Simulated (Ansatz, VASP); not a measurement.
# SnSe in VASP and in Ansatz

```
CELL_PARAMETERS angstrom
0.00000 3.01000 3.01000
3.01000 0.00000 3.01000
3.01000 3.01000 0.00000
ATOMIC_POSITIONS crystal
Sn 0.00000 0.00000 0.00000
Se 0.50000 0.50000 0.50000
```

Alike in both runs: task single point; functional PBE; k mesh 8 × 8 × 8; occupations gaussian, width 0.025 eV; no spin polarisation.

|  | VASP | Ansatz |
| --- | --- | --- |
| version | VASP 6.6.1 | Ansatz 0.2.0 |
| potentials or method | VASP PAW PBE potentials, release 64 (Sn_d, Se), cutoff 520 eV | all-electron LAPW, scalar-relativistic |

```tsv
	VASP	Ansatz	Ansatz less VASP
gap on the k mesh at the Fermi level (eV)	0.58	0.58	0.000
least direct gap on the mesh (eV)	0.58	0.58	0.000
pressure (GPa)	0.9	0.9	0.00
```

Ansatz ran all-electron here, and VASP with PAW potentials.
